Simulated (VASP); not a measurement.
# Ga (P2_1/m) in VASP: single point with r2SCAN

Aim: the single point of Ga with r2SCAN.

Everything below comes from runs of VASP 6.6.1. Logs are shortened: lines on timing, memory, paths and dates and some standing lists are left out, and cuts for length are marked.

## (1) The cell of the first run

Symmetry: P2_1/m, No. 11, monoclinic system. Conventional cell: a = 2.741 Å, b = 3.334 Å, c = 4.203 Å, α = 90.00°, β = 109.15°, γ = 90.00°. Within 3.6 Å of Ga (site symmetry m) lie 10 Ga at 2.70 to 3.33 Å.

## (2) Single point, r2SCAN

File POSCAR:

```
Ga
1.0
    2.7414278249      0.0000000000     -0.0185199495
    0.0000000000      3.3337269636      0.0000000000
   -1.3521412288      0.0000000000      3.9794674161
Ga
2
Direct
    0.8658951986      0.2500000000      0.2323949503
    0.1341048014      0.7500000000      0.7676050497
```

File INCAR.step1:

```
SYSTEM = Ga
PREC = Accurate
ENCUT = 520
ISMEAR = 0
SIGMA = 0.1
LREAL = .FALSE.
LASPH = .TRUE.
NELM = 60
NBANDS = 20
GGA = PE
ALGO = Normal
EDIFF = 1E-4
LWAVE = .TRUE.
LCHARG = .FALSE.
```

File INCAR.step2:

```
SYSTEM = Ga
PREC = Accurate
ENCUT = 520
EDIFF = 1E-6
ISMEAR = 0
SIGMA = 0.1
LREAL = .FALSE.
LASPH = .TRUE.
NELM = 60
ALGO = Normal
ISIF = 2
LWAVE = .FALSE.
LCHARG = .FALSE.
METAGGA = R2SCAN
LMIXTAU = .TRUE.
NBANDS = 20
ISTART = 1
```

File KPOINTS:

```
regular mesh
0
G
  20 16 14
  0 0 0
```

Potentials or basis: VASP PAW PBE potentials, release 64 (Ga_d).

Started as:

```console
cat potpaw_PBE.64/Ga_d/POTCAR > POTCAR
cp INCAR.step1 INCAR
mpirun -np 1 vasp_std > vasp.out
cp INCAR.step2 INCAR
mpirun -np 1 vasp_std > vasp.out
```

OUTCAR:

```text
SYSTEM = Ga
   PREC = Accurate
   ENCUT = 520
   EDIFF = 1E-6
   ISMEAR = 0
   LREAL = .FALSE.
   LASPH = .TRUE.
   NELM = 60
   ISIF = 2
   METAGGA = R2SCAN
   ISTART = 1

 ion  position               nearest neighbor table
   1  0.866  0.250  0.232-   2 2.70   2 2.70   2 2.84   2 2.84   2 2.84   2 2.84
   2  0.134  0.750  0.768-   1 2.70   1 2.70   1 2.84   1 2.84   1 2.84   1 2.84

  LATTYP: Found a simple monoclinic cell.
 ALAT       =     2.7414903807
 B/A-ratio  =     1.2160272336
 C/A-ratio  =     1.5311108653
 COS(beta)  =    -0.3245952691

  Lattice vectors:

 A1 = (   2.7414278249,   0.0000000000,  -0.0185199495)
 A2 = (   0.0000000000,  -3.3337269636,   0.0000000000)
 A3 = (  -1.3892865961,   0.0000000000,  -3.9609474666)

Analysis of symmetry for initial positions (statically):
=====================================================================
 Subroutine PRICEL returns:
 Original cell was already a primitive cell.

 Routine SETGRP: Setting up the symmetry group for a
 simple monoclinic supercell.

 Subroutine GETGRP returns: Found  4 space group operations
 (whereof  2 operations were pure point group operations)
 out of a pool of  4 trial point group operations.

The static configuration has the point symmetry S_2 .
 The point group associated with its full space group is C_2h.

Analysis of symmetry for dynamics (positions and initial velocities):
=====================================================================
 Subroutine PRICEL returns:
 Original cell was already a primitive cell.

 Routine SETGRP: Setting up the symmetry group for a
 simple monoclinic supercell.

 Subroutine GETGRP returns: Found  4 space group operations
 (whereof  2 operations were pure point group operations)
 out of a pool of  4 trial point group operations.

The dynamic configuration has the point symmetry S_2 .
 The point group associated with its full space group is C_2h.

 Subroutine INISYM returns: Found  4 space group operations
 (whereof  2 operations are pure point group operations),
 and found     1 'primitive' translations

----------------------------------------------------------------------------------------

                                     Primitive cell

  volume of cell :      36.2856

  direct lattice vectors                    reciprocal lattice vectors
     2.741427825  0.000000000 -0.018519950     0.365612649  0.000000000  0.124227663
[... 83 lines left out ...]
   LASPH  =      T    aspherical Exc in radial PAW
   ENCUT  =  520.0 eV  38.22 Ry    6.18 a.u.   5.10  6.20  7.81*2*pi/ulx,y,z
   NELM   =     60;   NELMIN=  2; NELMDL=  0     # of ELM steps
   EDIFF  = 0.1E-05   stopping-criterion for ELM
   LREAL  =      F    real-space projection
   EDIFFG = 0.1E-04   stopping-criterion for IOM
   NSW    =      0    number of steps for IOM
   IBRION =     -1    ionic relax: 0-MD 1-quasi-New 2-CG
   NFREE  =      0    steps in history (QN), initial steepest desc. (CG)
   ISIF   =      2    stress and relaxation
   ISYM   =      2    0-nonsym 1-usesym 2-fastsym
   POTIM  = 0.5000    time-step for ionic-motion
   TEBEG  =    0.0;   TEEND  =   0.0 temperature during run
   PSTRESS=    0.0 pullay stress
   NELECT =      26.0000    total number of electrons
   NUPDOWN=      -1.0000    fix difference up-down
   EMIN   =  10.00;   EMAX   =-10.00  energy-range for DOS
   EFERMI =   0.00;   METHOD = LEGACY
   ISMEAR =     0;   SIGMA  =   0.10  broadening in eV -4-tet -1-fermi 0-gaus
   EFERMI_NEDOS =   21; number of points for ismear=-14 and -15
   IALGO  =     38    algorithm
   IMIX   =      4    mixing-type and parameters
     AMIX     =   0.40;   BMIX     =  1.00
     AMIX_MAG =   1.60;   BMIX_MAG =  1.00
  volume/ion in A,a.u.               =      18.14       122.43
  Fermi-wavevector in a.u.,A,eV,Ry     =   1.464945  2.768345 29.198976  2.146064
  Thomas-Fermi vector in A             =   2.580861
   LORBIT       =      0    0 simple, 1 ext, 2 COOP (PROOUT), +10 PAW based schemes
   METAGGA = R2SCAN    functional components
   LHFCALC =     F    Hartree Fock is set to
   AEXX    =    0.0000 exact exchange contribution
   IVDW    =     0    specifies the selected vdW correction
   LEPSILON=     F    determine dielectric tensor
   LRPA    =     F    only Hartree local field effects (RPA)
 non-spin polarized calculation
 Gauss-broadening in eV      SIGMA  =   0.10
  energy-cutoff  :      520.00
  volume of cell :       36.29
 maximum number of plane-waves:       996
   NGX = 11   NGY = 13   NGZ = 15

 number of electron      26.0000008 magnetization

 Free energy of the ion-electron system (eV)
  ---------------------------------------------------
  ext. energy  EPLUGINS =         0.00000000
  ---------------------------------------------------
  free energy    TOTEN  =       -22.72682032 eV

  energy without entropy =      -22.72352606  energy(sigma->0) =      -22.72517319

 E-fermi :   5.7811     XC(G=0): -12.2714

 val. band max:        5.7806029659   @ k =  -0.3500   0.3125   0.4286
 cond. band min:       5.7819883422   @ k =   0.4000   0.4375   0.5000
 fundamental gap:      0.0013853762
 Fermi energy:         5.7810729117

 k-point     1 :       0.0000    0.0000    0.0000
  band No.  band energies     occupation
      1      -9.9770      2.00000
      2      -9.9744      2.00000
      3      -9.9165      2.00000
      4      -9.9106      2.00000
      5      -9.6092      2.00000
      6      -9.6037      2.00000
[... 541 lines left out ...]
     19      16.4982      0.00000
     20      20.6102      0.00000

 [... further k-points ...]

------------------------ aborting loop because EDIFF is reached ----------------------------------------

  FORCE on cell =-STRESS in cart. coord.  units (eV):
  Direction    XX          YY          ZZ          XY          YZ          ZX
  --------------------------------------------------------------------------------------
  -------------------------------------------------------------------------------------
  Total        0.0052340     -0.0109230     -0.0127555      0.0000000      0.0000000      0.0015952
  in kB        0.2311070     -0.4823020     -0.5632146      0.0000000      0.0000000      0.0704349
  external PRESSURE =      -0.2714699 kB  Pullay stress =       0.0000000 kB

 VOLUME and BASIS-vectors are now :
 -----------------------------------------------------------------------------
  energy-cutoff  :      520.00
  volume of cell :       36.29
      direct lattice vectors                 reciprocal lattice vectors
     2.741427825  0.000000000 -0.018519950     0.365612649  0.000000000  0.124227663
     0.000000000  3.333726964  0.000000000     0.000000000  0.299964577  0.000000000
    -1.352141229  0.000000000  3.979467416     0.001701516  0.000000000  0.251868048

 POSITION                                       TOTAL-FORCE (eV/Angst)
 -----------------------------------------------------------------------------------
      2.05956      0.83343      0.90877         0.011331      0.000000      0.004314
     -0.67027      2.50030      3.05218        -0.011331     -0.000000     -0.004314
 -----------------------------------------------------------------------------------
    total drift:                               -0.000000     -0.000000      0.000000

  FREE ENERGIE OF THE ION-ELECTRON SYSTEM (eV)
  ---------------------------------------------------
  free  energy   TOTEN  =       -22.7268203205 eV

  energy  without entropy=      -22.7235260614  energy(sigma->0) =      -22.72517319
```

Run time: 45 min. Hardware: 1 thread of Oxide Virtual Turin-like, shared host; peak memory 0.72 GiB.

Results:

```
Free energy            : -22.7268 eV
Pressure               : 0.0 GPa
Largest force          : 0.012 eV/Å
Band gap on the k mesh : zero (bands 13 and 14 overlap by 8.70 eV)
```

Forces on the atoms (eV/Å):
```
Ga   0.011  0.000  0.004
Ga  -0.011  0.000 -0.004
```

Stress tensor (GPa, compression positive):
```
 0.02  0.00  0.01
 0.00 -0.05  0.00
 0.01  0.00 -0.06
```

Caveat: the PAW data sets were made with another functional, which shifts forces and pressure a little.
